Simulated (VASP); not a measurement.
**VO2: single point with PBE**

Crystal: VO2.

```xyz
6
Lattice="4.4847 0.0000 0.0000 0.0000 4.4844 0.0000 0.0000 0.0000 2.7871" Properties=species:S:1:pos:R:3 pbc="T T T"
V     0.0000    0.0000    1.3936
V     2.2424    2.2422    0.0000
O     1.3350    1.3345    1.3936
O     3.1498    3.1499    1.3936
O     0.9074    3.5767    0.0000
O     3.5773    0.9077    0.0000
```

This cell differs from its parent crystal: volume scaled by 0.94, then relaxed in part.

```json
{
 "Program": "VASP 6.6.1",
 "Task": "single point",
 "Functional": "PBE",
 "Potentials or basis": "VASP PAW PBE potentials, release 64 (V_sv, O)",
 "Cutoff": "600 eV",
 "k mesh": "8 × 8 × 12",
 "Occupations": "gaussian, width 0.1 eV",
 "Spin": "collinear spin, ferromagnetic start",
 "Starting moments": "[0.92, 0.92, 0.0, 0.0, 0.0, 0.0] μB",
 "Dipole correction": "no",
 "Further INCAR settings": "ALGO = Normal; EDIFF = 1e-06; NBANDS = 38"
}
```

```yaml
Pressure: 17.1 GPa
Largest_force: 0.027 eV/Å
Band_gap_on_the_k_mesh: zero (filled and empty bands overlap)
Net_moment: 1.99 μB per cell
Site_moments: V +1.02; O -0.04 μB
Valence_electrons_inside_the_program's_atomic_spheres: V 11.67; O 5.08
```

Forces in eV/Å, atoms in the order of the input:
```
V    0.000  0.000  0.000
V    0.000  0.000  0.000
O   -0.019 -0.019  0.000
O    0.019  0.019  0.000
O    0.019 -0.019  0.000
O   -0.019  0.019  0.000
```

Stress tensor (GPa, compression positive):
```
16.97  0.00  0.00
 0.00 16.97  0.00
 0.00  0.00 17.32
```

Levels at points of the mesh, in eV from the Fermi level:
Spin up:
```tsv
k point	band 24	band 25	band 26	band 27	band 28	band 29
(0.00, 0.00, 0.00)	-1.57	-1.12	-0.91	-0.33	-0.33	-0.33
(0.50, 0.00, 0.00)	-2.35	-0.37	-0.37	0.39	0.39	1.05
(0.00, 0.50, 0.00)	-2.35	-0.37	-0.37	0.39	0.39	1.05
(0.50, 0.50, 0.00)	-2.88	-1.10	-1.10	-0.31	-0.31	1.50
(0.00, 0.00, 0.50)	-3.30	0.49	0.49	0.67	0.67	1.09
(0.50, 0.00, 0.50)	-2.73	-0.91	-0.91	0.65	0.65	1.41
(0.00, 0.50, 0.50)	-2.72	-0.91	-0.91	0.65	0.65	1.41
(0.50, 0.50, 0.50)	-2.34	0.13	0.13	0.42	0.42	0.66
```
Spin down:
```
           k point  band 20  band 21  band 22  band 23  band 24  band 25  band 26  band 27  band 28  band 29
(0.00, 0.00, 0.00)    -3.66    -2.25    -2.15    -2.15    -1.58     0.07     0.10     0.71     0.89     0.89
(0.50, 0.00, 0.00)    -5.14    -3.31    -3.31    -2.41    -2.41     0.72     0.72     1.54     1.54     2.00
(0.00, 0.50, 0.00)    -5.14    -3.31    -3.31    -2.41    -2.41     0.72     0.72     1.54     1.54     2.00
(0.50, 0.50, 0.00)    -4.17    -3.01    -3.01    -2.92    -2.92     0.02     0.02     0.91     0.91     2.34
(0.00, 0.00, 0.50)    -4.96    -4.29    -4.29    -3.26    -3.26     1.43     1.43     1.86     1.86     1.99
(0.50, 0.00, 0.50)    -4.27    -3.85    -3.85    -2.81    -2.81     0.22     0.22     1.83     1.83     2.28
(0.00, 0.50, 0.50)    -4.27    -3.85    -3.85    -2.80    -2.80     0.22     0.22     1.83     1.83     2.28
(0.50, 0.50, 0.50)    -4.92    -3.14    -3.14    -2.35    -2.35     1.06     1.06     1.44     1.44     1.88
```

Wall time 2.1 min on 4 MPI ranks on AMD EPYC 9R45 96-Core Processor (Zen 5), with other jobs on the host, peak memory 0.63 GiB a rank.

Caveat: semilocal functionals often make such compounds metallic where correlation or magnetic order opens a gap, which also shifts bond lengths.
